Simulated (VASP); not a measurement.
Here is a VASP 6.6.1 calculation.

The input INCAR:

```
PREC = Accurate
ENCUT = 690
EDIFF = 1E-6
ISMEAR = -1
SIGMA = 0.1
LREAL = F
LASPH = T
NELM = 120
ALGO = Normal
ISIF = 2
LWAVE = F
LCHARG = F
GGA = PE
NBANDS = 18
GGA_COMPAT = F
```

KPOINTS

```
regular mesh
0
Gamma
  14 14 13
```

POSCAR

```
SiNi
1.0
    3.2978740059      0.0000000000      0.0000000000
   -1.6489370030      2.8560426676      0.0000000000
    0.0000000000      0.0000000000      2.4466430902
Ni Si
1 1
Direct
    0.0000000000      0.0000000000      0.0000000000
    0.3333333333      0.6666666667      0.5000000000
```

Potentials or basis: VASP PAW PBE potentials, release 64 (Ni_sv_GW, Si).

Launch:

```console
$ cat potpaw_PBE.64/Ni_sv_GW/POTCAR potpaw_PBE.64/Si/POTCAR > POTCAR
$ mpirun -np 1 vasp_std > vasp.out
```

Task: What does it give for the pressure?

Result: 24.8 GPa.

Task: Predict the band gap on the k mesh.

Result: Zero (bands 11 and 12 overlap by 5.62 eV).

Caveat: the cell stands under pressure. Spin polarisation is off, so any magnetic state and its effect on volume and gap are missing.
